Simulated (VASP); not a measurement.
# Pb (I4/mmm) in VASP: single point with PBE

Aim: the single point of Pb with PBE.

Everything below comes from runs of VASP 6.6.1. Logs are shortened: lines on timing, memory, paths and dates and some standing lists are left out, and cuts for length are marked.

## (1) The cell of the first run

It takes space group I4/mmm (No. 139, tetragonal). The conventional cell has a = 3.436 Å, b = 3.436 Å, c = 5.103 Å, α = 90.00°, β = 90.00°, γ = 90.00°. Pb (site symmetry 4/mmm) has 12 Pb at 3.44 to 3.52 Å within 4.5 Å.

## (2) Single point, PBE

The input, INCAR:

```
SYSTEM = Pb
  PREC = Accurate
  ENCUT = 520
  EDIFF = 1E-6
  ISMEAR = 0
  SIGMA = 0.15
  LREAL = .False.
  LASPH = .True.
  NELM = 60
  ALGO = Fast
  ISIF = 2
  LWAVE = .False.
  LCHARG = .False.
  GGA = PE
  NBANDS = 13
```

The input, KPOINTS:

```
Automatic mesh
0
Gamma
  18 18 18
  0 0 0
```

The input, POSCAR:

```
Pb
1.0
    0.0000000000      2.4299575490      2.5514554264
    2.4299575490      0.0000000000      2.5514554264
    2.4299575490      2.4299575490      0.0000000000
Pb
1
Direct
    0.0000000000      0.0000000000      0.0000000000
```

Potentials or basis: VASP PAW PBE potentials, release 64 (Pb_d).

Command:

```
> cat potpaw_PBE.64/Pb_d/POTCAR > POTCAR
> mpirun -np 1 vasp_std > vasp.out
```

OUTCAR:

```text
SYSTEM = Pb
   PREC = Accurate
   ENCUT = 520
   EDIFF = 1E-6
   ISMEAR = 0
   LREAL = .False.
   LASPH = .True.
   NELM = 60
   ISIF = 2
   GGA = PE

 ion  position               nearest neighbor table
   1  0.000  0.000  0.000-

  LATTYP: Found a body centered tetragonal cell.
 ALAT       =     3.4364789218
 C/A-ratio  =     1.4849242405

  Lattice vectors:

 A1 = (  -2.4299575490,   0.0000000000,   2.5514554264)
 A2 = (   2.4299575490,   0.0000000000,   2.5514554264)
 A3 = (   0.0000000000,   2.4299575490,  -2.5514554264)

Analysis of symmetry for initial positions (statically):
=====================================================================
 Subroutine PRICEL returns:
 Original cell was already a primitive cell.

 Routine SETGRP: Setting up the symmetry group for a
 body centered tetragonal supercell.

 Subroutine GETGRP returns: Found 16 space group operations
 (whereof 16 operations were pure point group operations)
 out of a pool of 16 trial point group operations.

The static configuration has the point symmetry D_4h.

Analysis of symmetry for dynamics (positions and initial velocities):
=====================================================================
 Subroutine PRICEL returns:
 Original cell was already a primitive cell.

 Routine SETGRP: Setting up the symmetry group for a
 body centered tetragonal supercell.

 Subroutine GETGRP returns: Found 16 space group operations
 (whereof 16 operations were pure point group operations)
 out of a pool of 16 trial point group operations.

The dynamic configuration has the point symmetry D_4h.

 Subroutine INISYM returns: Found 16 space group operations
 (whereof 16 operations are pure point group operations),
 and found     1 'primitive' translations

----------------------------------------------------------------------------------------

                                     Primitive cell

  volume of cell :      30.1311

  direct lattice vectors                    reciprocal lattice vectors
     0.000000000  2.429957549  2.551455426    -0.205764911  0.205764911  0.195966582
     2.429957549  0.000000000  2.551455426     0.205764911 -0.205764911  0.195966582
     2.429957549  2.429957549  0.000000000     0.205764911  0.205764911 -0.195966582

  length of vectors
     3.523438446  3.523438446  3.436478922     0.350829444  0.350829444  0.350829444

  position of ions in fractional coordinates (direct lattice)
     0.000000000  0.000000000  0.000000000

  ion indices of the primitive-cell ions
   primitive index   ion index
                 1           1

----------------------------------------------------------------------------------------

 KPOINTS: Automatic mesh

Automatic generation of k-mesh.
 Grid dimensions read from file:
 generate k-points for:   18   18   18

 Generating k-lattice:

  Cartesian coordinates                     Fractional coordinates (reciprocal lattice)
    -0.011431384  0.011431384  0.010887032     0.055555556  0.000000000  0.000000000
     0.011431384 -0.011431384  0.010887032     0.000000000  0.055555556  0.000000000
     0.011431384  0.011431384 -0.010887032     0.000000000  0.000000000  0.055555556

  Length of vectors
     0.019490525  0.019490525  0.019490525

  Shift w.r.t. Gamma in fractional coordinates (k-lattice)
     0.000000000  0.000000000  0.000000000

 Subroutine IBZKPT returns following result:
 ===========================================

 Found    480 irreducible k-points:

 Following reciprocal coordinates:
            Coordinates               Weight
  0.000000  0.000000  0.000000      1.000000
  0.055556  0.000000  0.000000      8.000000
  0.111111  0.000000  0.000000      8.000000
  0.166667  0.000000  0.000000      8.000000
  0.222222 -0.000000  0.000000      8.000000
  0.277778 -0.000000  0.000000      8.000000
[... 16 lines left out ...]
 -0.277778  0.055556  0.000000      8.000000
 -0.222222  0.055556  0.000000      8.000000
 [... further k-points ...]
   k-points           NKPTS =    480   k-points in BZ     NKDIM =    480   number of bands    NBANDS=     13
   number of dos      NEDOS =    301   number of ions     NIONS =      1
   total plane-waves  NPLWV =  21952
   dimension x,y,z NGX =    28 NGY =   28 NGZ =   28
   dimension x,y,z NGXF=    56 NGYF=   56 NGZF=   56
   ions per type =               1
   NGX,Y,Z   is equivalent  to a cutoff of  13.21, 13.21, 13.55 a.u.
   NGXF,Y,Z  is equivalent  to a cutoff of  26.42, 26.42, 27.09 a.u.
 SYSTEM =  Pb
   PREC   = accura    normal or accurate (medium, high low for compatibility)
   ISTART =      0    job   : 0-new  1-cont  2-samecut
   ICHARG =      2    charge: 1-file 2-atom 10-const
   ISPIN  =      1    spin polarized calculation?
   LNONCOLLINEAR =      F non collinear calculations
   LSORBIT =      F    spin-orbit coupling
   LASPH  =      T    aspherical Exc in radial PAW
   ENCUT  =  520.0 eV  38.22 Ry    6.18 a.u.   6.55  6.55  6.39*2*pi/ulx,y,z
   NELM   =     60;   NELMIN=  2; NELMDL= -5     # of ELM steps
   EDIFF  = 0.1E-05   stopping-criterion for ELM
   LREAL  =      F    real-space projection
   EDIFFG = 0.1E-04   stopping-criterion for IOM
   NSW    =      0    number of steps for IOM
   IBRION =     -1    ionic relax: 0-MD 1-quasi-New 2-CG
   NFREE  =      0    steps in history (QN), initial steepest desc. (CG)
   ISIF   =      2    stress and relaxation
   ISYM   =      2    0-nonsym 1-usesym 2-fastsym
   POTIM  = 0.5000    time-step for ionic-motion
   TEBEG  =    0.0;   TEEND  =   0.0 temperature during run
   PSTRESS=    0.0 pullay stress
   NELECT =      14.0000    total number of electrons
   NUPDOWN=      -1.0000    fix difference up-down
   EMIN   =  10.00;   EMAX   =-10.00  energy-range for DOS
   EFERMI =   0.00;   METHOD = LEGACY
   ISMEAR =     0;   SIGMA  =   0.15  broadening in eV -4-tet -1-fermi 0-gaus
   EFERMI_NEDOS =   21; number of points for ismear=-14 and -15
   IALGO  =     68    algorithm
   IMIX   =      4    mixing-type and parameters
     AMIX     =   0.40;   BMIX     =  1.00
     AMIX_MAG =   1.60;   BMIX_MAG =  1.00
  volume/ion in A,a.u.               =      30.13       203.33
  Fermi-wavevector in a.u.,A,eV,Ry     =   1.267980  2.396135 21.875082  1.607773
  Thomas-Fermi vector in A             =   2.401099
   LORBIT       =      0    0 simple, 1 ext, 2 COOP (PROOUT), +10 PAW based schemes
   GGA     = PE    functional components
   LHFCALC =     F    Hartree Fock is set to
   AEXX    =    0.0000 exact exchange contribution
   IVDW    =     0    specifies the selected vdW correction
   LEPSILON=     F    determine dielectric tensor
   LRPA    =     F    only Hartree local field effects (RPA)
 non-spin polarized calculation
 RMM-DIIS sequential band-by-band and
 Gauss-broadening in eV      SIGMA  =   0.15
  energy-cutoff  :      520.00
  volume of cell :       30.13
 maximum number of plane-waves:       828
 NGX is ok and might be reduce to    28
   NGX = 13   NGY = 13   NGZ = 13

 number of electron      13.9999997 magnetization

 Free energy of the ion-electron system (eV)
  ---------------------------------------------------
  ext. energy  EPLUGINS =         0.00000000
  ---------------------------------------------------
  free energy    TOTEN  =        -3.54899884 eV

  energy without entropy =       -3.54297924  energy(sigma->0) =       -3.54598904

 E-fermi :   7.3970     XC(G=0): -10.2149

 val. band max:        7.3850843849   @ k =   0.3889   0.2778   0.0556
 cond. band min:       7.3977940181   @ k =  -0.4444   0.3333   0.2222
 fundamental gap:      0.0127096331
 Fermi energy:         7.3970375672

 k-point     1 :       0.0000    0.0000    0.0000
  band No.  band energies     occupation
      1      -9.7683      2.00000
      2      -9.7033      2.00000
      3      -9.7033      2.00000
      4      -9.6116      2.00000
      5      -9.5556      2.00000
      6      -4.4452      2.00000
      7      14.8008      0.00000
      8      14.8008      0.00000
      9      14.8707      0.00000
     10      17.1452      0.00000
     11      18.7848      0.00000
     12      19.8697      0.00000
     13      19.9328      0.00000

 k-point     2 :       0.0556    0.0000    0.0000
  band No.  band energies     occupation
      1      -9.7642      2.00000
      2      -9.7026      2.00000
      3      -9.6990      2.00000
      4      -9.6112      2.00000
      5      -9.5568      2.00000
      6      -4.3853      2.00000
      7      14.0377      0.00000
      8      14.7430      0.00000
      9      14.7506      0.00000
     10      16.9848      0.00000
     11      19.1518      0.00000
     12      20.0192      0.00000
     13      20.0576      0.00000

 k-point     3 :       0.1111    0.0000    0.0000
  band No.  band energies     occupation
      1      -9.7543      2.00000
      2      -9.7010      2.00000
      3      -9.6874      2.00000
      4      -9.6080      2.00000
      5      -9.5592      2.00000
      6      -4.2055      2.00000
      7      12.4422      0.00000
      8      14.4832      0.00000
      9      14.5863      0.00000
     10      16.7594      0.00000
     11      19.7235      0.00000
     12      19.9596      0.00000
     13      20.4163      0.00000

 k-point     4 :       0.1667    0.0000    0.0000
  band No.  band energies     occupation
      1      -9.7448      2.00000
      2      -9.7004      2.00000
      3      -9.6737      2.00000
      4      -9.5961      2.00000
      5      -9.5586      2.00000
      6      -3.9058      2.00000
      7      10.6859      0.00000
      8      14.1170      0.00000
      9      14.3677      0.00000
     10      16.5666      0.00000
     11      19.2901      0.00000
     12      20.4560      0.00000
     13      20.8761      0.00000

 k-point     5 :       0.2222   -0.0000    0.0000
  band No.  band energies     occupation
      1      -9.7404      2.00000
      2      -9.7042      2.00000
      3      -9.6654      2.00000
      4      -9.5707      2.00000
      5      -9.5490      2.00000
      6      -3.4879      2.00000
      7       8.9562      0.00000
      8      13.7159      0.00000
      9      14.1255      0.00000
     10      16.4262      0.00000
     11      18.6801      0.00000
     12      20.1274      0.00000
     13      20.5454      0.00000
[... 257 lines left out ...]
 k-point    22 :      -0.3333    0.0556    0.0000
  band No.  band energies     occupation
      1      -9.7420      2.00000
      2      -9.7256      2.00000
      3      -9.6729      2.00000
      4      -9.5086      2.00000
      5      -9.4740      2.00000
      6      -2.0354      2.00000
      7       5.3440      2.00000
      8      11.9715      0.00000
      9      13.9144      0.00000
     10      16.7193      0.00000
     11      17.8138      0.00000
     12      19.2325      0.00000
     13      19.2582      0.00000

 k-point    23 :      -0.2778    0.0556    0.0000
  band No.  band energies     occupation
      1      -9.7360      2.00000
      2      -9.7174      2.00000
      3      -9.6649      2.00000
      4      -9.5375      2.00000
      5      -9.5066      2.00000
      6      -2.6832      2.00000
      7       6.7699      2.00000
      8      12.1967      0.00000
      9      14.2355      0.00000
     10      16.7938      0.00000
     11      18.3103      0.00000
     12      19.4857      0.00000
     13      19.6079      0.00000

 k-point    24 :      -0.2222    0.0556    0.0000
  band No.  band energies     occupation
      1      -9.7306      2.00000
      2      -9.7115      2.00000
      3      -9.6609      2.00000
      4      -9.5616      2.00000
      5      -9.5422      2.00000
      6      -3.2499      2.00000
      7       8.3460      0.00000
      8      12.5190      0.00000
      9      14.5406      0.00000
     10      16.8624      0.00000
     11      18.9415      0.00000
     12      19.8750      0.00000
     13      20.0480      0.00000

 [... further k-points ...]

------------------------ aborting loop because EDIFF is reached ----------------------------------------

  FORCE on cell =-STRESS in cart. coord.  units (eV):
  Direction    XX          YY          ZZ          XY          YZ          ZX
  --------------------------------------------------------------------------------------
  -------------------------------------------------------------------------------------
  Total        0.5339131      0.5339131      0.4814202      0.0000000      0.0000000     -0.0000000
  in kB       28.3900284     28.3900284     25.5987950      0.0000000      0.0000000     -0.0000000
  external PRESSURE =      27.4596173 kB  Pullay stress =       0.0000000 kB

 VOLUME and BASIS-vectors are now :
 -----------------------------------------------------------------------------
  energy-cutoff  :      520.00
  volume of cell :       30.13
      direct lattice vectors                 reciprocal lattice vectors
     0.000000000  2.429957549  2.551455426    -0.205764911  0.205764911  0.195966582
     2.429957549  0.000000000  2.551455426     0.205764911 -0.205764911  0.195966582
     2.429957549  2.429957549  0.000000000     0.205764911  0.205764911 -0.195966582

 POSITION                                       TOTAL-FORCE (eV/Angst)
 -----------------------------------------------------------------------------------
      0.00000      0.00000      0.00000        -0.000000      0.000000      0.000000
 -----------------------------------------------------------------------------------
    total drift:                               -0.000000     -0.000000     -0.000000

  FREE ENERGIE OF THE ION-ELECTRON SYSTEM (eV)
  ---------------------------------------------------
  free  energy   TOTEN  =        -3.5489988400 eV

  energy  without entropy=       -3.5429792370  energy(sigma->0) =       -3.54598904
```

Run time: 80 s. Hardware: 1 thread of Intel Xeon 6975P-C (Granite Rapids), shared host; peak memory 0.29 GiB.

What came out:

```yaml
Free_energy: -3.5490 eV
Pressure: 2.7 GPa
Band_gap_on_the_k_mesh: zero (bands 7 and 8 overlap by 9.21 eV)
```

Stress tensor (GPa, compression positive):
```
2.84 0.00 0.00
0.00 2.84 0.00
0.00 0.00 2.56
```

Caveat: spin-orbit coupling is left out, which moves the levels of the heavy elements.
